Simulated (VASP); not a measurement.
# MgH2 (P4_2/mnm) in VASP: a series of runs

MgH2 is run at these levels: PBE, LDA; tasks: single point.

Program: VASP 6.6.1. These are calculated values, not measurements. Logs are shortened: lines on timing, memory, paths and dates and some standing lists are left out, and cuts for length are marked.

## 1. The cell of the first run

The structure is tetragonal, space group P4_2/mnm (No. 136). The conventional cell has a = 4.485 Å, b = 4.485 Å, c = 2.996 Å, α = 90.00°, β = 90.00°, γ = 90.00°. Within 2.6 Å of Mg (site symmetry mmm) lie 6 H at 1.93 to 1.94 Å. Within 2.6 Å of H (site symmetry m2m) lie 3 Mg at 1.93 to 1.94 Å and 1 H at 2.48 Å.

## 2. Single point, PBE

Contents of INCAR:

```
ALGO     = Normal         # electronic algorithm
EDIFF    = 1E-6           # SCF threshold, eV
ENCUT    = 520            # plane-wave cutoff, eV
GGA      = PE             # functional
ISIF     = 2              # what is computed and relaxed
ISMEAR   = 0              # smearing method
LASPH    = T              # aspherical terms in the spheres
LCHARG   = F              # write CHGCAR
LREAL    = F              # projectors in reciprocal space
LWAVE    = F              # write WAVECAR
NBANDS   = 13             # bands
NELM     = 100            # most SCF steps
PREC     = Accurate       # precision mode
SIGMA    = 0.01           # smearing width, eV
```

Contents of KPOINTS:

```
k-points
0
Gamma
  6 6 8
```

Contents of POSCAR:

```
MgH2
1.0
    4.4848772627      0.0000000000      0.0000000000
    0.0000000000      4.4848772627      0.0000000000
    0.0000000000      0.0000000000      2.9964754819
Mg H
2 4
Direct
    0.0000000000      0.0000000000      0.0000000000
    0.5000000000      0.5000000000      0.5000000000
    0.3046815063      0.3046815063      0.0000000000
    0.1953184937      0.8046815063      0.5000000000
    0.8046815063      0.1953184937      0.5000000000
    0.6953184937      0.6953184937      0.0000000000
```

Potentials or basis: VASP PAW PBE potentials, release 64 (Mg, H).

Launch:

```sh
$ cat potpaw_PBE.64/Mg/POTCAR potpaw_PBE.64/H/POTCAR > POTCAR
$ mpirun -np 1 vasp_std > vasp.out
```

OUTCAR:

```text
EDIFF = 1E-6
   ENCUT = 520
   GGA = PE
   ISIF = 2
   ISMEAR = 0
   LASPH = T
   LREAL = F
   NELM = 100
   PREC = Accurate

 ion  position               nearest neighbor table
   1  0.000  0.000  0.000-   3 1.93   6 1.93   5 1.94   4 1.94   4 1.94   5 1.94   2 3.51   2 3.51
                             2 3.51   2 3.51   2 3.51   2 3.51   2 3.51   2 3.51
   2  0.500  0.500  0.500-   4 1.93   5 1.93   3 1.94   6 1.94   3 1.94   6 1.94   1 3.51   1 3.51
                             1 3.51   1 3.51   1 3.51   1 3.51   1 3.51   1 3.51
   3  0.305  0.305  0.000-   1 1.93   2 1.94   2 1.94
   4  0.195  0.805  0.500-   2 1.93   1 1.94   1 1.94
   5  0.805  0.195  0.500-   2 1.93   1 1.94   1 1.94
   6  0.695  0.695  0.000-   1 1.93   2 1.94   2 1.94

  LATTYP: Found a simple tetragonal cell.
 ALAT       =     4.4848772627
 C/A-ratio  =     0.6681287595

  Lattice vectors:

 A1 = (   4.4848772627,   0.0000000000,   0.0000000000)
 A2 = (   0.0000000000,   4.4848772627,   0.0000000000)
 A3 = (   0.0000000000,   0.0000000000,   2.9964754819)

Analysis of symmetry for initial positions (statically):
=====================================================================
 Subroutine PRICEL returns:
 Original cell was already a primitive cell.

 Routine SETGRP: Setting up the symmetry group for a
 simple tetragonal supercell.

 Subroutine GETGRP returns: Found 16 space group operations
 (whereof  8 operations were pure point group operations)
 out of a pool of 16 trial point group operations.

The static configuration has the point symmetry D_2h.
 The point group associated with its full space group is D_4h.

Analysis of symmetry for dynamics (positions and initial velocities):
=====================================================================
 Subroutine PRICEL returns:
 Original cell was already a primitive cell.

 Routine SETGRP: Setting up the symmetry group for a
 simple tetragonal supercell.

 Subroutine GETGRP returns: Found 16 space group operations
 (whereof  8 operations were pure point group operations)
 out of a pool of 16 trial point group operations.

The dynamic configuration has the point symmetry D_2h.
 The point group associated with its full space group is D_4h.

 Subroutine INISYM returns: Found 16 space group operations
 (whereof  8 operations are pure point group operations),
 and found     1 'primitive' translations

----------------------------------------------------------------------------------------

                                     Primitive cell

  volume of cell :      60.2715

  direct lattice vectors                    reciprocal lattice vectors
     4.484877263  0.000000000  0.000000000     0.222971542  0.000000000  0.000000000
     0.000000000  4.484877263  0.000000000     0.000000000  0.222971542  0.000000000
     0.000000000  0.000000000  2.996475482     0.000000000  0.000000000  0.333725407

  length of vectors
     4.484877263  4.484877263  2.996475482     0.222971542  0.222971542  0.333725407

  position of ions in fractional coordinates (direct lattice)
     0.000000000  0.000000000  0.000000000
     0.500000000  0.500000000  0.500000000
     0.304681506  0.304681506  0.000000000
     0.195318494  0.804681506  0.500000000
     0.804681506  0.195318494  0.500000000
     0.695318494  0.695318494  0.000000000

  ion indices of the primitive-cell ions
   primitive index   ion index
                 1           1
                 2           2
                 3           3
                 4           4
                 5           5
                 6           6

----------------------------------------------------------------------------------------

 KPOINTS: k-points

Automatic generation of k-mesh.
 Grid dimensions read from file:
 generate k-points for:    6    6    8

 Generating k-lattice:

  Cartesian coordinates                     Fractional coordinates (reciprocal lattice)
     0.037161924  0.000000000  0.000000000     0.166666667  0.000000000  0.000000000
     0.000000000  0.037161924  0.000000000     0.000000000  0.166666667  0.000000000
     0.000000000  0.000000000  0.041715676     0.000000000  0.000000000  0.125000000

  Length of vectors
     0.037161924  0.037161924  0.041715676

  Shift w.r.t. Gamma in fractional coordinates (k-lattice)
     0.000000000  0.000000000  0.000000000

 Subroutine IBZKPT returns following result:
 ===========================================

 Found     50 irreducible k-points:

 Following reciprocal coordinates:
            Coordinates               Weight
  0.000000  0.000000  0.000000      1.000000
  0.166667  0.000000  0.000000      4.000000
  0.333333  0.000000  0.000000      4.000000
  0.500000  0.000000  0.000000      2.000000
  0.166667  0.166667  0.000000      4.000000
  0.333333  0.166667  0.000000      8.000000
[... 16 lines left out ...]
  0.333333  0.000000  0.250000      8.000000
  0.500000  0.000000  0.250000      4.000000
 [... further k-points ...]
   k-points           NKPTS =     50   k-points in BZ     NKDIM =     50   number of bands    NBANDS=     13
   number of dos      NEDOS =    301   number of ions     NIONS =      6
   total plane-waves  NPLWV =  31104
   dimension x,y,z NGX =    36 NGY =   36 NGZ =   24
   dimension x,y,z NGXF=    72 NGYF=   72 NGZF=   48
   ions per type =               2   4
   NGX,Y,Z   is equivalent  to a cutoff of  13.34, 13.34, 13.32 a.u.
   NGXF,Y,Z  is equivalent  to a cutoff of  26.69, 26.69, 26.63 a.u.
 SYSTEM =  unknown system
   PREC   = accura    normal or accurate (medium, high low for compatibility)
   ISTART =      0    job   : 0-new  1-cont  2-samecut
   ICHARG =      2    charge: 1-file 2-atom 10-const
   ISPIN  =      1    spin polarized calculation?
   LNONCOLLINEAR =      F non collinear calculations
   LSORBIT =      F    spin-orbit coupling
   LASPH  =      T    aspherical Exc in radial PAW
   ENCUT  =  520.0 eV  38.22 Ry    6.18 a.u.   8.34  8.34  5.57*2*pi/ulx,y,z
   NELM   =    100;   NELMIN=  2; NELMDL= -5     # of ELM steps
   EDIFF  = 0.1E-05   stopping-criterion for ELM
   LREAL  =      F    real-space projection
   EDIFFG = 0.1E-04   stopping-criterion for IOM
   NSW    =      0    number of steps for IOM
   IBRION =     -1    ionic relax: 0-MD 1-quasi-New 2-CG
   NFREE  =      0    steps in history (QN), initial steepest desc. (CG)
   ISIF   =      2    stress and relaxation
   ISYM   =      2    0-nonsym 1-usesym 2-fastsym
   POTIM  = 0.5000    time-step for ionic-motion
   TEBEG  =    0.0;   TEEND  =   0.0 temperature during run
   PSTRESS=    0.0 pullay stress
   NELECT =       8.0000    total number of electrons
   NUPDOWN=      -1.0000    fix difference up-down
   EMIN   =  10.00;   EMAX   =-10.00  energy-range for DOS
   EFERMI =   0.00;   METHOD = LEGACY
   ISMEAR =     0;   SIGMA  =   0.01  broadening in eV -4-tet -1-fermi 0-gaus
   EFERMI_NEDOS =   21; number of points for ismear=-14 and -15
   IALGO  =     38    algorithm
   IMIX   =      4    mixing-type and parameters
     AMIX     =   0.40;   BMIX     =  1.00
     AMIX_MAG =   1.60;   BMIX_MAG =  1.00
  volume/ion in A,a.u.               =      10.05        67.79
  Fermi-wavevector in a.u.,A,eV,Ry     =   0.835092  1.578095  9.488408  0.697378
  Thomas-Fermi vector in A             =   1.948592
   LORBIT       =      0    0 simple, 1 ext, 2 COOP (PROOUT), +10 PAW based schemes
   GGA     = PE    functional components
   LHFCALC =     F    Hartree Fock is set to
   AEXX    =    0.0000 exact exchange contribution
   IVDW    =     0    specifies the selected vdW correction
   LEPSILON=     F    determine dielectric tensor
   LRPA    =     F    only Hartree local field effects (RPA)
 non-spin polarized calculation
 Gauss-broadening in eV      SIGMA  =   0.01
  energy-cutoff  :      520.00
  volume of cell :       60.27
 maximum number of plane-waves:      1648
 NGX is ok and might be reduce to    36
   NGX = 17   NGY = 17   NGZ = 11

 number of electron       8.0000002 magnetization

 Free energy of the ion-electron system (eV)
  ---------------------------------------------------
  ext. energy  EPLUGINS =         0.00000000
  ---------------------------------------------------
  free energy    TOTEN  =       -17.65084059 eV

  energy without entropy =      -17.65084059  energy(sigma->0) =      -17.65084059

 E-fermi :  -0.4470     XC(G=0):  -8.4603

 val. band max:       -0.5281511514   @ k =   0.1667   0.1667   0.1250
 cond. band min:       3.3072384564   @ k =   0.3333   0.3333   0.5000
 fundamental gap:      3.8353896078
 Fermi energy:        -0.4470049122

 k-point     1 :       0.0000    0.0000    0.0000
  band No.  band energies     occupation
      1      -7.0409      2.00000
      2      -1.9918      2.00000
      3      -1.9918      2.00000
      4      -0.9702      2.00000
      5       4.1981      0.00000
      6       4.5807      0.00000
      7       8.7210      0.00000
      8       8.7210      0.00000
      9      10.5320      0.00000
     10      10.8693      0.00000
     11      11.8085      0.00000
     12      14.7047      0.00000
     13      14.7047      0.00000

 k-point     2 :       0.1667    0.0000    0.0000
  band No.  band energies     occupation
      1      -6.8547      2.00000
      2      -2.8882      2.00000
      3      -1.8676      2.00000
      4      -0.6217      2.00000
      5       4.2894      0.00000
      6       5.1028      0.00000
      7       7.4781      0.00000
      8       9.1980      0.00000
      9      11.0420      0.00000
     10      11.9419      0.00000
     11      12.3370      0.00000
     12      13.9870      0.00000
     13      14.8867      0.00000

 k-point     3 :       0.3333    0.0000    0.0000
  band No.  band energies     occupation
      1      -6.3026      2.00000
      2      -4.2222      2.00000
      3      -1.5194      2.00000
      4      -0.6326      2.00000
      5       4.2853      0.00000
      6       5.9642      0.00000
      7       7.0612      0.00000
      8      10.1878      0.00000
      9      11.5583      0.00000
     10      12.1626      0.00000
     11      12.6607      0.00000
     12      13.5727      0.00000
     13      13.8512      0.00000
[... 305 lines left out ...]
 k-point    23 :       0.3333    0.0000    0.2500
  band No.  band energies     occupation
      1      -5.3982      2.00000
      2      -3.4466      2.00000
      3      -1.0914      2.00000
      4      -0.7209      2.00000
      5       5.2310      0.00000
      6       6.0090      0.00000
      7       6.0510      0.00000
      8       7.3777      0.00000
      9       8.1166      0.00000
     10      10.0727      0.00000
     11      10.4299      0.00000
     12      12.6936      0.00000
     13      13.4725      0.00000

 k-point    24 :       0.5000    0.0000    0.2500
  band No.  band energies     occupation
      1      -4.5475      2.00000
      2      -4.5475      2.00000
      3      -0.8399      2.00000
      4      -0.8399      2.00000
      5       5.3423      0.00000
      6       5.3423      0.00000
      7       6.8644      0.00000
      8       6.8644      0.00000
      9       8.8401      0.00000
     10       8.8401      0.00000
     11      12.4620      0.00000
     12      12.4620      0.00000
     13      14.0060      0.00000

 [... further k-points ...]

------------------------ aborting loop because EDIFF is reached ----------------------------------------

  FORCE on cell =-STRESS in cart. coord.  units (eV):
  Direction    XX          YY          ZZ          XY          YZ          ZX
  --------------------------------------------------------------------------------------
  -------------------------------------------------------------------------------------
  Total        0.2586501      0.2586501      0.3274367      0.0000000      0.0000000      0.0000000
  in kB        6.8756123      6.8756123      8.7041450      0.0000000      0.0000000      0.0000000
  external PRESSURE =       7.4851232 kB  Pullay stress =       0.0000000 kB

 VOLUME and BASIS-vectors are now :
 -----------------------------------------------------------------------------
  energy-cutoff  :      520.00
  volume of cell :       60.27
      direct lattice vectors                 reciprocal lattice vectors
     4.484877263  0.000000000  0.000000000     0.222971542  0.000000000  0.000000000
     0.000000000  4.484877263  0.000000000     0.000000000  0.222971542  0.000000000
     0.000000000  0.000000000  2.996475482     0.000000000  0.000000000  0.333725407

 POSITION                                       TOTAL-FORCE (eV/Angst)
 -----------------------------------------------------------------------------------
      0.00000      0.00000      0.00000        -0.000000     -0.000000      0.000000
      2.24244      2.24244      1.49824        -0.000000     -0.000000      0.000000
      1.36646      1.36646      0.00000        -0.011695     -0.011695     -0.000000
      0.87598      3.60890      1.49824         0.011695     -0.011695     -0.000000
      3.60890      0.87598      1.49824        -0.011695      0.011695      0.000000
      3.11842      3.11842      0.00000         0.011695      0.011695      0.000000
 -----------------------------------------------------------------------------------
    total drift:                                0.000000     -0.000000      0.000000

  FREE ENERGIE OF THE ION-ELECTRON SYSTEM (eV)
  ---------------------------------------------------
  free  energy   TOTEN  =       -17.6508405894 eV

  energy  without entropy=      -17.6508405894  energy(sigma->0) =      -17.65084059
```

It took 12 s on 1 thread of Intel Xeon 6975P-C (Granite Rapids), shared host; peak memory 0.19 GiB.

Results:

| Quantity | Value |
| --- | --- |
| Free energy | -17.6508 eV |
| Pressure | 0.7 GPa |
| Largest force | 0.017 eV/Å |
| Band gap on the k mesh | 3.84 eV (least direct gap 4.60 eV) |

Forces in eV/Å, atoms in the order of the input:
```
Mg   0.000  0.000  0.000
Mg   0.000  0.000  0.000
H   -0.012 -0.012  0.000
H    0.012 -0.012  0.000
H   -0.012  0.012  0.000
H    0.012  0.012  0.000
```

Levels at points of the mesh, in eV from the valence-band top:
| k point | band 2 | band 3 | band 4 | band 5 | band 6 | band 7 |
| --- | --- | --- | --- | --- | --- | --- |
| (0.00, 0.00, 0.00) | -1.46 | -1.46 | -0.44 | 4.73 | 5.11 | 9.25 |
| (0.50, 0.00, 0.00) | -4.88 | -0.51 | -0.51 | 5.38 | 5.38 | 10.16 |
| (0.50, 0.50, 0.00) | -3.79 | -2.77 | -2.77 | 9.15 | 9.15 | 9.26 |
| (0.00, 0.00, 0.50) | -3.05 | -0.08 | -0.08 | 6.41 | 6.41 | 6.85 |
| (0.50, 0.00, 0.50) | -2.30 | -1.09 | -1.09 | 5.21 | 5.21 | 6.88 |
| (0.50, 0.50, 0.50) | -1.90 | -0.96 | -0.96 | 3.91 | 3.91 | 4.19 |

Caveat: the structure was generated, so it needn't be the stable form of MgH2.

## 3. Single point, LDA

Contents of INCAR:

```
SYSTEM = MgH2
PREC     = Accurate       ! precision mode
ENCUT    = 520            ! plane-wave cutoff, eV
EDIFF    = 1E-6           ! SCF threshold, eV
ISMEAR   = 0              ! smearing method
SIGMA    = 0.01           ! smearing width, eV
LREAL    = .FALSE.        ! projectors in reciprocal space
LASPH    = .TRUE.         ! aspherical terms in the spheres
NELM     = 60             ! most SCF steps
ALGO     = Normal         ! electronic algorithm
ISIF     = 2              ! what is computed and relaxed
LWAVE    = .FALSE.        ! write WAVECAR
LCHARG   = .TRUE.         ! write CHGCAR
GGA      = CA             ! functional
LELF     = .TRUE.         ! ELF
LVHAR    = .TRUE.       
NBANDS   = 13             ! bands
```

Contents of KPOINTS:

```
Automatic mesh
0
G
  6 6 8
  0 0 0
```

POSCAR is that of step 2.

Potentials or basis: VASP PAW LDA potentials, release 64 (Mg, H).

Launch:

```sh
$ cat potpaw_LDA.64/Mg/POTCAR potpaw_LDA.64/H/POTCAR > POTCAR
$ mpirun -np 1 vasp_std > vasp.out
```

Wall time 11 s (1 thread of Intel Xeon 6975P-C (Granite Rapids), shared host); peak memory 0.17 GiB.

Results (log left out):

| Property | Result |
| --- | --- |
| Free energy | -18.8807 eV |
| Pressure | -2.2 GPa |
| Largest force | 0.011 eV/Å |
| Band gap on the k mesh | 3.47 eV (least direct gap 4.27 eV) |

Forces on the atoms (eV/Å):
```
Mg   0.000  0.000  0.000
Mg   0.000  0.000  0.000
H   -0.008 -0.008  0.000
H    0.008 -0.008  0.000
H   -0.008  0.008  0.000
H    0.008  0.008  0.000
```

Stress tensor (GPa, compression positive):
```
-2.13  0.00  0.00
 0.00 -2.13  0.00
 0.00  0.00 -2.26
```

Levels at points of the mesh, in eV from the valence-band top:
| k point | band 1 | band 2 | band 3 | band 4 | band 5 | band 6 | band 7 | band 8 | band 9 |
| --- | --- | --- | --- | --- | --- | --- | --- | --- | --- |
| (0.00, 0.00, 0.00) | -6.69 | -1.53 | -1.53 | -0.50 | 4.36 | 4.85 | 8.92 | 8.92 | 10.71 |
| (0.50, 0.00, 0.00) | -5.04 | -5.04 | -0.54 | -0.54 | 5.02 | 5.02 | 9.91 | 9.91 | 11.60 |
| (0.50, 0.50, 0.00) | -3.93 | -3.93 | -2.91 | -2.91 | 8.95 | 8.95 | 9.12 | 9.12 | 12.93 |
| (0.00, 0.00, 0.50) | -3.18 | -3.18 | -0.07 | -0.07 | 6.05 | 6.05 | 6.50 | 6.50 | 8.53 |
| (0.50, 0.00, 0.50) | -2.39 | -2.39 | -1.17 | -1.17 | 4.94 | 4.94 | 6.58 | 6.58 | 8.40 |
| (0.50, 0.50, 0.50) | -1.96 | -1.96 | -1.00 | -1.00 | 3.54 | 3.54 | 3.83 | 3.83 | 12.84 |

Caveat: the structure was generated, so it needn't be the stable form of MgH2. A k mesh can miss the band edges.
